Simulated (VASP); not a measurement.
# SiSe (P-6m2) in VASP: a series of runs

The runs below take SiSe through single point, with r2SCAN0.

Everything below comes from runs of VASP 6.6.1. Logs are shortened: lines on timing, memory, paths and dates and some standing lists are left out, and cuts for length are marked.

## (1) The cell of the first run

It takes space group P-6m2 (No. 187, hexagonal). The conventional cell has a = 3.522 Å, b = 3.522 Å, c = 3.525 Å, α = 90.00°, β = 90.00°, γ = 120.00°. Si (site symmetry -6m2) has 6 Se at 2.69 Å and 8 Si at 3.52 to 3.53 Å within 3.6 Å. Se (site symmetry -6m2) has 6 Si at 2.69 Å and 8 Se at 3.52 to 3.53 Å within 3.6 Å.

## (2) Single point, r2SCAN0

Input file POSCAR:

```
SiSe
1.0
    3.5218079781      0.0000000000      0.0000000000
   -1.7609039890      3.0499707371      0.0000000000
    0.0000000000      0.0000000000      3.5252659170
Si Se
1 1
Direct
    0.6666700000      0.3333300000      0.5000000000
    0.0000000000      0.0000000000      0.0000000000
```

Input file INCAR.step1:

```
SYSTEM = SiSe
PREC = Accurate
ENCUT = 520
EDIFF = 1E-5
ISMEAR = -1
SIGMA = 0.05
LREAL = .FALSE.
LASPH = .TRUE.
NELM = 80
ALGO = Normal
ISIF = 2
LWAVE = .TRUE.
LCHARG = .FALSE.
GGA = PE
NBANDS = 12
```

Input file INCAR.step2:

```
SYSTEM = SiSe
PREC = Accurate
ENCUT = 520
EDIFF = 1E-7
ISMEAR = -1
SIGMA = 0.05
LREAL = .FALSE.
LASPH = .TRUE.
NELM = 80
ALGO = Normal
ISIF = 2
LWAVE = .FALSE.
LCHARG = .FALSE.
METAGGA = R2SCAN
LHFCALC = .TRUE.
AEXX = 0.25
LMIXTAU = .TRUE.
PRECFOCK = Normal
ISTART = 1
NBANDS = 12
```

Input file KPOINTS:

```
Automatic mesh
0
G
  5 5 4
  0 0 0
```

Potentials or basis: VASP PAW PBE potentials, release 64 (Si, Se).

Command:

```bash
$ cat potpaw_PBE.64/Si/POTCAR potpaw_PBE.64/Se/POTCAR > POTCAR
$ cp INCAR.step1 INCAR
$ mpirun -np 1 vasp_std > vasp.out
$ cp INCAR.step2 INCAR
$ mpirun -np 1 vasp_std > vasp.out
```

OUTCAR:

```text
SYSTEM = SiSe
   PREC = Accurate
   ENCUT = 520
   EDIFF = 1E-7
   ISMEAR = -1
   LREAL = .FALSE.
   LASPH = .TRUE.
   NELM = 80
   ISIF = 2
   METAGGA = R2SCAN
   LHFCALC = .TRUE.
   AEXX = 0.25
   PRECFOCK = Normal
   ISTART = 1

 ion  position               nearest neighbor table
   1  0.667  0.333  0.500-   2 2.69   2 2.69   2 2.69   2 2.69   2 2.69   2 2.69
   2  0.000  0.000  0.000-   1 2.69   1 2.69   1 2.69   1 2.69   1 2.69   1 2.69

  LATTYP: Found a hexagonal cell.
 ALAT       =     3.5218079781
 C/A-ratio  =     1.0009818647

  Lattice vectors:

 A1 = (   3.5218079781,   0.0000000000,   0.0000000000)
 A2 = (  -1.7609039890,   3.0499707371,   0.0000000000)
 A3 = (   0.0000000000,   0.0000000000,   3.5252659170)

Analysis of symmetry for initial positions (statically):
=====================================================================
 Subroutine PRICEL returns:
 Original cell was already a primitive cell.

 Routine SETGRP: Setting up the symmetry group for a
 hexagonal supercell.

 Subroutine GETGRP returns: Found  4 space group operations
 (whereof  4 operations were pure point group operations)
 out of a pool of 24 trial point group operations.

The static configuration has the point symmetry C_2v.

Analysis of symmetry for dynamics (positions and initial velocities):
=====================================================================
 Subroutine PRICEL returns:
 Original cell was already a primitive cell.

 Routine SETGRP: Setting up the symmetry group for a
 hexagonal supercell.

 Subroutine GETGRP returns: Found  4 space group operations
 (whereof  4 operations were pure point group operations)
 out of a pool of 24 trial point group operations.

The dynamic configuration has the point symmetry C_2v.

 Subroutine INISYM returns: Found  4 space group operations
 (whereof  4 operations are pure point group operations),
 and found     1 'primitive' translations

----------------------------------------------------------------------------------------

                                     Primitive cell

  volume of cell :      37.8663

  direct lattice vectors                    reciprocal lattice vectors
     3.521807978  0.000000000  0.000000000     0.283945066  0.163935999  0.000000000
    -1.760903989  3.049970737  0.000000000     0.000000000  0.327871998  0.000000000
     0.000000000  0.000000000  3.525265917     0.000000000  0.000000000  0.283666544

  length of vectors
     3.521807978  3.521804134  3.525265917     0.327871640  0.327871998  0.283666544

  position of ions in fractional coordinates (direct lattice)
     0.666670000  0.333330000  0.500000000
     0.000000000  0.000000000  0.000000000

  ion indices of the primitive-cell ions
   primitive index   ion index
                 1           1
                 2           2

----------------------------------------------------------------------------------------

 KPOINTS: Automatic mesh

Automatic generation of k-mesh.
 Grid dimensions read from file:
 generate k-points for:    5    5    4

 Generating k-lattice:

  Cartesian coordinates                     Fractional coordinates (reciprocal lattice)
     0.056789013  0.032787200  0.000000000     0.200000000  0.000000000  0.000000000
     0.000000000  0.065574400  0.000000000     0.000000000  0.200000000  0.000000000
     0.000000000  0.000000000  0.070916636     0.000000000  0.000000000  0.250000000

  Length of vectors
     0.065574328  0.065574400  0.070916636

  Shift w.r.t. Gamma in fractional coordinates (k-lattice)
     0.000000000  0.000000000  0.000000000

 Subroutine IBZKPT returns following result:
 ===========================================

 Found     27 irreducible k-points:

 Following reciprocal coordinates:
            Coordinates               Weight
  0.000000  0.000000  0.000000      1.000000
  0.200000 -0.000000  0.000000      4.000000
 -0.200000  0.200000  0.000000      2.000000
  0.400000 -0.000000  0.000000      4.000000
 -0.400000  0.400000  0.000000      2.000000
  0.200000  0.200000  0.000000      2.000000
[... 16 lines left out ...]
 -0.400000  0.400000  0.500000      2.000000
  0.200000  0.200000  0.500000      2.000000
 [... further k-points ...]
   k-points           NKPTS =     27   k-points in BZ     NKDIM =    100   number of bands    NBANDS=     12
   number of dos      NEDOS =    301   number of ions     NIONS =      2
   total plane-waves  NPLWV =  21952
   dimension x,y,z NGX =    28 NGY =   28 NGZ =   28
   dimension x,y,z NGXF=    56 NGYF=   56 NGZF=   56
   ions per type =               1   1
   NGX,Y,Z   is equivalent  to a cutoff of  13.22, 13.22, 13.20 a.u.
   NGXF,Y,Z  is equivalent  to a cutoff of  26.43, 26.43, 26.41 a.u.
 SYSTEM =  SiSe
   PREC   = accura    normal or accurate (medium, high low for compatibility)
   ISTART =      1    job   : 0-new  1-cont  2-samecut
   ICHARG =      0    charge: 1-file 2-atom 10-const
   ISPIN  =      1    spin polarized calculation?
   LNONCOLLINEAR =      F non collinear calculations
   LSORBIT =      F    spin-orbit coupling
   LASPH  =      T    aspherical Exc in radial PAW
   ENCUT  =  520.0 eV  38.22 Ry    6.18 a.u.   6.55  6.55  6.55*2*pi/ulx,y,z
   NELM   =     80;   NELMIN=  2; NELMDL=  0     # of ELM steps
   EDIFF  = 0.1E-06   stopping-criterion for ELM
   LREAL  =      F    real-space projection
   EDIFFG = 0.1E-05   stopping-criterion for IOM
   NSW    =      0    number of steps for IOM
   IBRION =     -1    ionic relax: 0-MD 1-quasi-New 2-CG
   NFREE  =      0    steps in history (QN), initial steepest desc. (CG)
   ISIF   =      2    stress and relaxation
   ISYM   =      3    0-nonsym 1-usesym 2-fastsym
   POTIM  = 0.5000    time-step for ionic-motion
   TEBEG  =    0.0;   TEEND  =   0.0 temperature during run
   PSTRESS=    0.0 pullay stress
   NELECT =      10.0000    total number of electrons
   NUPDOWN=      -1.0000    fix difference up-down
   EMIN   =  10.00;   EMAX   =-10.00  energy-range for DOS
   EFERMI =   0.00;   METHOD = LEGACY
   ISMEAR =    -1;   SIGMA  =   0.05  broadening in eV -4-tet -1-fermi 0-gaus
   EFERMI_NEDOS =   21; number of points for ismear=-14 and -15
   IALGO  =     38    algorithm
   IMIX   =      1    mixing-type and parameters
     AMIX     =   0.40;   BMIX     =  1.00
     AMIX_MAG =   1.60;   BMIX_MAG =  1.00
  volume/ion in A,a.u.               =      18.93       127.77
  Fermi-wavevector in a.u.,A,eV,Ry     =   1.050325  1.984827 15.009714  1.103183
  Thomas-Fermi vector in A             =   2.185324
   LORBIT       =      0    0 simple, 1 ext, 2 COOP (PROOUT), +10 PAW based schemes
   METAGGA = R2SCAN    functional components
   LHFCALC =     T    Hartree Fock is set to
   PRECFOCK=normal    Normal, Fast or Accurate (Low or Medium for compatibility)
   ENCUT4O =  -1.0   cutoff for four orbital integrals eV
   NKREDX  =     1    reduce k-point grid by
   NKREDY  =     1    reduce k-point grid by
   NKREDZ  =     1    reduce k-point grid by
   AEXX    =    0.2500 exact exchange contribution
   HFSCREEN=    0.0000 screening length (either q_TF or 0.3 A-1)
   HFSCREENC=   0.0000 screening length for correlation (either q_TF or 0.3 A-1)
   ENCUTFOCK=  -1.0 apply spherical cutoff to Coloumb kernel
   IVDW    =     0    specifies the selected vdW correction
   LEPSILON=     F    determine dielectric tensor
   LRPA    =     F    only Hartree local field effects (RPA)
 non-spin polarized calculation
  energy-cutoff  :      520.00
  volume of cell :       37.87
 maximum number of plane-waves:      1057
 NGX is ok and might be reduce to    28
  NGX = 20; NGY = 20; NGZ = 20

 number of electron      10.0000000 magnetization

 Free energy of the ion-electron system (eV)
  ---------------------------------------------------
  ext. energy  EPLUGINS =         0.00000000
  ---------------------------------------------------
  free energy    TOTEN  =       -21.75389820 eV

  energy without entropy =      -21.75044997  energy(sigma->0) =      -21.75217408

 E-fermi :   7.4037     XC(G=0):  -8.4967

 val. band max:        6.9297374561   @ k =   0.4000   0.4000   0.0000
 cond. band min:       7.5234761891   @ k =  -0.2000   0.2000   0.2500
 fundamental gap:      0.5937387330
 Fermi energy:         7.4036767840

 k-point     1 :       0.0000    0.0000    0.0000
  band No.  band energies     occupation
      1     -11.7828      2.00000
      2       1.3894      2.00000
      3       1.6402      2.00000
      4       3.8901      2.00000
      5       3.8902      2.00000
      6      10.6762      0.00000
      7      10.6764      0.00000
      8      11.1614      0.00000
      9      15.6139      0.00000
     10      16.4017      0.00000
     11      19.5211      0.00000
     12      19.5212      0.00000

 k-point     2 :       0.2000   -0.0000    0.0000
  band No.  band energies     occupation
      1     -11.2653      2.00000
      2      -0.7748      2.00000
      3       2.1943      2.00000
      4       3.0331      2.00000
      5       4.1607      2.00000
      6       9.4162      0.00000
      7      12.1848      0.00000
      8      13.1280      0.00000
      9      13.5834      0.00000
     10      16.3476      0.00000
     11      19.0017      0.00000
     12      19.1494      0.00000

 k-point     3 :      -0.2000    0.2000    0.0000
  band No.  band energies     occupation
      1     -11.2653      2.00000
      2      -0.7749      2.00000
      3       2.1943      2.00000
      4       3.0331      2.00000
      5       4.1607      2.00000
      6       9.4163      0.00000
      7      12.1847      0.00000
      8      13.1280      0.00000
      9      13.5835      0.00000
     10      16.3475      0.00000
     11      19.0017      0.00000
     12      19.1495      0.00000

 k-point     4 :       0.4000   -0.0000    0.0000
  band No.  band energies     occupation
      1     -10.0771      2.00000
      2      -3.8037      2.00000
      3       2.0691      2.00000
      4       3.4870      2.00000
      5       4.5808      2.00000
      6       9.2721      0.00000
      7      10.0062      0.00000
      8      12.1028      0.00000
      9      13.8377      0.00000
     10      17.9541      0.00000
     11      19.2408      0.00000
     12      19.3898      0.00000

 k-point     5 :      -0.4000    0.4000    0.0000
  band No.  band energies     occupation
      1     -10.0771      2.00000
      2      -3.8038      2.00000
      3       2.0691      2.00000
      4       3.4870      2.00000
      5       4.5809      2.00000
      6       9.2721      0.00000
      7      10.0061      0.00000
      8      12.1028      0.00000
      9      13.8376      0.00000
     10      17.9542      0.00000
     11      19.2407      0.00000
     12      19.3899      0.00000
[... 228 lines left out ...]
      1      -9.8119      2.00000
      2      -5.0252      2.00000
      3       2.2241      2.00000
      4       4.5959      2.00000
      5       5.2047      2.00000
      6       9.4705      0.00000
      7      11.1021      0.00000
      8      11.4959      0.00000
      9      15.5341      0.00000
     10      16.8373      0.00000
     11      17.3937      0.00000
     12      17.6718      0.00000

 k-point    22 :       0.4000   -0.0000    0.5000
  band No.  band energies     occupation
      1      -8.8986      2.00000
      2      -3.1749      2.00000
      3      -0.8107      2.00000
      4       0.9231      2.00000
      5       3.8344      2.00000
      6       8.4251      0.00000
      7      10.4730      0.00000
      8      10.5099      0.00000
      9      19.1287      0.00000
     10      19.6058      0.00000
     11      21.6343      0.00000
     12      22.0607      0.00000

 k-point    23 :      -0.4000    0.4000    0.5000
  band No.  band energies     occupation
      1      -8.8986      2.00000
      2      -3.1748      2.00000
      3      -0.8107      2.00000
      4       0.9230      2.00000
      5       3.8345      2.00000
      6       8.4252      0.00000
      7      10.4731      0.00000
      8      10.5100      0.00000
      9      19.1287      0.00000
     10      19.6058      0.00000
     11      21.6342      0.00000
     12      22.0607      0.00000

 k-point    24 :       0.2000    0.2000    0.5000
  band No.  band energies     occupation
      1      -9.1115      2.00000
      2      -3.7367      2.00000
      3       0.1295      2.00000
      4       2.3552      2.00000
      5       2.9699      2.00000
      6       6.0551      2.00000
      7      12.5648      0.00000
      8      13.4944      0.00000
      9      15.9959      0.00000
     10      17.1188      0.00000
     11      20.9595      0.00000
     12      21.1624      0.00000

 [... further k-points ...]

------------------------ aborting loop because EDIFF is reached ----------------------------------------

  FORCE on cell =-STRESS in cart. coord.  units (eV):
  Direction    XX          YY          ZZ          XY          YZ          ZX
  --------------------------------------------------------------------------------------
  -------------------------------------------------------------------------------------
  Total        0.2207144      0.2207812      0.9045006      0.0000584      0.0000000      0.0000000
  in kB        9.3387329      9.3415614     38.2706833      0.0024731      0.0000000      0.0000000
  external PRESSURE =      18.9836592 kB  Pullay stress =       0.0000000 kB

 VOLUME and BASIS-vectors are now :
 -----------------------------------------------------------------------------
  energy-cutoff  :      520.00
  volume of cell :       37.87
      direct lattice vectors                 reciprocal lattice vectors
     3.521807978  0.000000000  0.000000000     0.283945066  0.163935999  0.000000000
    -1.760903989  3.049970737  0.000000000     0.000000000  0.327871998  0.000000000
     0.000000000  0.000000000  3.525265917     0.000000000  0.000000000  0.283666544

 POSITION                                       TOTAL-FORCE (eV/Angst)
 -----------------------------------------------------------------------------------
      1.76092      1.01665      1.76263        -0.000045      0.000026      0.000000
      0.00000      0.00000      0.00000         0.000045     -0.000026      0.000000
 -----------------------------------------------------------------------------------
    total drift:                                0.000005      0.000008     -0.000000

  FREE ENERGIE OF THE ION-ELECTRON SYSTEM (eV)
  ---------------------------------------------------
  free  energy   TOTEN  =       -21.7538981974 eV

  energy  without entropy=      -21.7504499678  energy(sigma->0) =      -21.75217408
```

It took 6.3 min on 1 thread of Intel Xeon 6975P-C (Granite Rapids), shared host; peak memory 0.17 GiB.

Results:

```
Free energy            : -21.7539 eV
Pressure               : 1.9 GPa
Band gap on the k mesh : zero (bands 5 and 6 overlap by 4.73 eV)
```

Caveat: the k points lie up to 0.45 Å⁻¹ apart, too coarse for converged energies and pressures of a metal; the PAW data sets were made with another functional, which shifts forces and pressure a little.

## (3) Single point, r2SCAN0

This run uses another cell than the first one, of 19.34 Å³/atom.

Input file POSCAR:

```
SiSe
1.0
    3.5466102599      0.0000000000      0.0000000000
   -1.7733051299      3.0714501119      0.0000000000
    0.0000000000      0.0000000000      3.5500925513
Si Se
1 1
Direct
    0.6666700000      0.3333300000      0.5000000000
    0.0000000000      0.0000000000      0.0000000000
```

Input file INCAR.step1:

```
PREC = Accurate
ENCUT = 520
EDIFF = 1E-5
ISMEAR = -1
SIGMA = 0.05
LREAL = False
LASPH = True
NELM = 80
ALGO = Normal
ISIF = 2
LWAVE = True
NBANDS = 12
GGA = PE
```

Input file INCAR.step2:

```
PREC = Accurate
ENCUT = 520
EDIFF = 1E-6
ISMEAR = -1
SIGMA = 0.05
LREAL = False
LASPH = True
NELM = 80
ALGO = Normal
ISIF = 2
LWAVE = False
LCHARG = True
METAGGA = R2SCAN
LHFCALC = True
AEXX = 0.25
LMIXTAU = True
PRECFOCK = Normal
LELF = True
LVHAR = True
NBANDS = 12
ISTART = 1
```

Input file KPOINTS:

```
Automatic mesh
0
Gamma
  5 5 4
```

Potentials or basis: VASP PAW PBE potentials, release 64 (Si, Se).

Command:

```bash
$ cat potpaw_PBE.64/Si/POTCAR potpaw_PBE.64/Se/POTCAR > POTCAR
$ cp INCAR.step1 INCAR
$ mpirun -np 1 vasp_std > vasp.out
$ cp INCAR.step2 INCAR
$ mpirun -np 1 vasp_std > vasp.out
```

OUTCAR:

```text
PREC = Accurate
   ENCUT = 520
   EDIFF = 1E-6
   ISMEAR = -1
   LREAL = False
   LASPH = True
   NELM = 80
   ISIF = 2
   METAGGA = R2SCAN
   LHFCALC = True
   AEXX = 0.25
   PRECFOCK = Normal
   ISTART = 1

 ion  position               nearest neighbor table
   1  0.667  0.333  0.500-   2 2.71   2 2.71   2 2.71   2 2.71   2 2.71   2 2.71
   2  0.000  0.000  0.000-   1 2.71   1 2.71   1 2.71   1 2.71   1 2.71   1 2.71

[... 558 lines left out ...]

 [... further k-points ...]

------------------------ aborting loop because EDIFF is reached ----------------------------------------

  FORCE on cell =-STRESS in cart. coord.  units (eV):
  Direction    XX          YY          ZZ          XY          YZ          ZX
  --------------------------------------------------------------------------------------
  -------------------------------------------------------------------------------------
  Total       -0.1092185     -0.1091531      0.3093950      0.0000564      0.0000000      0.0000000
  in kB       -4.5249143     -4.5222029     12.8182069      0.0023367      0.0000000      0.0000000
  external PRESSURE =       1.2570299 kB  Pullay stress =       0.0000000 kB

 VOLUME and BASIS-vectors are now :
 -----------------------------------------------------------------------------
  energy-cutoff  :      520.00
  volume of cell :       38.67
      direct lattice vectors                 reciprocal lattice vectors
     3.546610260  0.000000000  0.000000000     0.281959372  0.162789556  0.000000000
    -1.773305130  3.071450112  0.000000000     0.000000000  0.325579112  0.000000000
     0.000000000  0.000000000  3.550092551     0.000000000  0.000000000  0.281682797

 POSITION                                       TOTAL-FORCE (eV/Angst)
 -----------------------------------------------------------------------------------
      1.77332      1.02381      1.77505        -0.000043      0.000025      0.000000
      0.00000      0.00000      0.00000         0.000043     -0.000025      0.000000
 -----------------------------------------------------------------------------------
    total drift:                                0.000006      0.000008     -0.000000

  FREE ENERGIE OF THE ION-ELECTRON SYSTEM (eV)
  ---------------------------------------------------
  free  energy   TOTEN  =       -21.7589857215 eV

  energy  without entropy=      -21.7555379148  energy(sigma->0) =      -21.75726182
```

OUTCAR.step1:

```text
PREC = Accurate
   ENCUT = 520
   EDIFF = 1E-5
   ISMEAR = -1
   LREAL = False
[... 583 lines left out ...]
      1.77332      1.02381      1.77505        -0.000033      0.000019      0.000000
      0.00000      0.00000      0.00000         0.000033     -0.000019      0.000000
 -----------------------------------------------------------------------------------
    total drift:                                0.000004      0.000007     -0.000000

  FREE ENERGIE OF THE ION-ELECTRON SYSTEM (eV)
  ---------------------------------------------------
  free  energy   TOTEN  =        -8.4987686164 eV

  energy  without entropy=       -8.4880690615  energy(sigma->0) =       -8.49341884
```

Wall time 5.9 min (1 thread of Intel Xeon 6975P-C (Granite Rapids), shared host); peak memory 0.17 GiB.

What came out:

```
Free energy            : -21.7590 eV
Pressure               : 0.1 GPa
Band gap on the k mesh : zero (bands 5 and 6 overlap by 4.54 eV)
```

Stress tensor (GPa, compression positive):
```
-0.45  0.00  0.00
 0.00 -0.45  0.00
 0.00  0.00  1.28
```

Levels at points of the mesh, in eV from the Fermi level:
```
           k point  band 2  band 3  band 4  band 5  band 6  band 7  band 8  band 9
(0.00, 0.00, 0.00)   -6.05   -5.59   -3.39   -3.39    3.33    3.33    3.91    8.10
(0.00, 0.00, 0.50)  -12.84   -2.13   -2.13    2.13    2.61    3.15    3.15    8.12
```

Caveat: the k points lie up to 0.44 Å⁻¹ apart, too coarse for converged energies and pressures of a metal; the PAW data sets were made with another functional, which shifts forces and pressure a little.
